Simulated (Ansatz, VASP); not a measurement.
## Two plane-wave programs on CdF2

File POSCAR:

```
CdF2
1.0
    0.0000000000      2.6131800000      2.6940000000
    2.6131800000      0.0000000000      2.6940000000
    2.6131800000      2.6131800000      0.0000000000
Cd F
1 2
Direct
    0.0000000000      0.0000000000      0.0000000000
    0.2500000000      0.2500000000      0.2500000000
    0.7500000000      0.7500000000      0.7500000000
```

Contents of INCAR.step1:

```
SYSTEM = CdF2
PREC = Accurate ; ENCUT = 520
ISMEAR = 0 ; SIGMA = 0.05
LREAL = .FALSE. ; LASPH = .TRUE.
NELM = 80 ; NBANDS = 20
GGA = PE ; ALGO = Normal
EDIFF = 1E-4 ; LWAVE = .TRUE.
LCHARG = .FALSE.
```

File INCAR.step2:

```
SYSTEM = CdF2
PREC = Accurate ; ENCUT = 520
EDIFF = 1E-7 ; ISMEAR = 0
SIGMA = 0.05 ; LREAL = .FALSE.
LASPH = .TRUE. ; NELM = 80
ALGO = Normal ; ISIF = 2
LWAVE = .FALSE. ; LCHARG = .FALSE.
METAGGA = R2SCAN ; LMIXTAU = .TRUE.
NBANDS = 20 ; ISTART = 1
```

Contents of KPOINTS:

```
Automatic mesh
0
G
  8 8 8
  0 0 0
```

Input for Ansatz:

```yaml
crystal:
  lattice:
    - [0.0, 2.61318, 2.694]
    - [2.61318, 0.0, 2.694]
    - [2.61318, 2.61318, 0.0]
  atoms:
    - { symbol: Cd, position: [0.0, 0.0, 0.0] }
    - { symbol: F, position: [0.25, 0.25, 0.25] }
    - { symbol: F, position: [0.75, 0.75, 0.75] }
basis:
  ecutwfc: 500
kpoints:
  mp_grid: { grid: [8, 8, 8] }
hamiltonian:
  xc: r2scan
scf:
  occupations: { method: gaussian, width: 0.05 }
output:
  forces: true
  stress: true
  eigenvalues: true
```

Change from the starting cell: strain -0.030 along x and y, +0.000 along z, atoms carried along.

Alike in both runs: task single point; functional r2SCAN; k mesh 8 × 8 × 8; occupations gaussian, width 0.05 eV; no spin polarisation.

```csv
,VASP,Ansatz
version,VASP 6.6.1,Ansatz 0.2.0
potentials or method,"VASP PAW PBE potentials, release 64 (Cd, F), cutoff 520 eV","scalar-relativistic, plane waves, PAW"
valence electrons in the cell,26,34
```

VASP gave:

* gap on the k mesh at the Fermi level (eV): 3.94
* least direct gap on the mesh (eV): 4.31
* pressure (GPa): 9.4
* traceless stress, the component that is largest in VASP (GPa): -2.39

Problem. What did Ansatz give for the same quantities?

Solution. gap on the k mesh at the Fermi level (eV): 3.99; least direct gap on the mesh (eV): 4.37; pressure (GPa): 8.0; traceless stress, the component that is largest in VASP (GPa): -2.44.

VASP's potentials were made for PBE, not for r2SCAN. VASP's potentials hold 26 valence electrons a cell and Ansatz's 34, so a difference there can come from the potentials and not from the codes.
